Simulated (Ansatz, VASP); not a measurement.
Li5B4: VASP beside Ansatz

```xyz
9
Lattice="4.8289 0.4813 0.4371 0.9919 4.7504 0.4371 0.9919 0.8915 4.6864" Properties=species:S:1:pos:R:3 pbc="T T T"
Li    2.6385    4.1121    3.7342
Li    4.3692    2.1864    3.7342
Li    4.3692    3.9270    1.8175
Li    5.1667    4.6438    4.2171
Li    2.2208    1.9961    1.8127
B     4.7839    1.6579    1.5055
B     2.1570    4.5805    1.5055
B     2.1570    1.9387    4.4147
B    -0.1003   -0.0902   -0.0819
```

Alike in both runs: functional PBE; k mesh 6 × 6 × 6; occupations fermi-dirac, width 0.15 eV; no spin polarisation.

Ansatz relaxed the structure, and its values are those at the end. VASP's run is a single point on that final structure, the one shown.

|  | VASP | Ansatz |
| --- | --- | --- |
| version | VASP 6.6.1 | Ansatz 0.2.0 |
| potentials or method | VASP PAW PBE potentials, release 64 (Li_sv, B) | plane waves, PAW |
| plane-wave cutoff (eV) | 520 | 420 |
| valence electrons in the cell | 27 | 27 |

```tsv
	VASP	Ansatz	Ansatz less VASP
rms of the force components (eV/Å)	0.004	0.001	-0.0036
```

Noted on VASP's run: the cutoff is under 1.25 times that of the potentials, so the pressure is a little rough.
